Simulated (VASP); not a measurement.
Runs of VASP 6.6.1 on HfO2. The structure is that of space group C2/m (No. 12), or close to it. The cells are those of the table. 

```tsv
cell	gap on the mesh (eV)	pressure (GPa)	largest force (eV/Å)
a = 4.871, b = 4.871, c = 3.237 Å, 6 atoms	3.77	-6.5	1.65
a = 4.791, b = 4.791, c = 3.184 Å, 6 atoms	3.96	4.9	(b)
a = 4.911, b = 4.911, c = 3.264 Å, 6 atoms	3.68	(a)	1.48
a = 4.831, b = 4.831, c = 3.210 Å, 6 atoms	(c)	-1.1	1.83
a = 4.952, b = 4.952, c = 3.290 Å, 6 atoms	3.60	-15.6	1.33
```

Alike in all rows: task single point; level PBEsol; potentials or basis VASP PAW PBE potentials, release 64 (Hf_pv, O); no spin polarisation; k mesh 6 × 6 × 8; cutoff (eV) 520; smearing gaussian 0.05 eV.

Question: Estimate the missing entries.

Answer: (a) -11.4; (b) 2.03; (c) 3.87.

Caveats: the PAW data sets were made with another functional, which shifts forces and pressure a little; spin-orbit coupling is left out, which moves the levels of the heavy elements.

A k mesh can miss the band edges, and the runs leave out spin-orbit coupling on Hf.
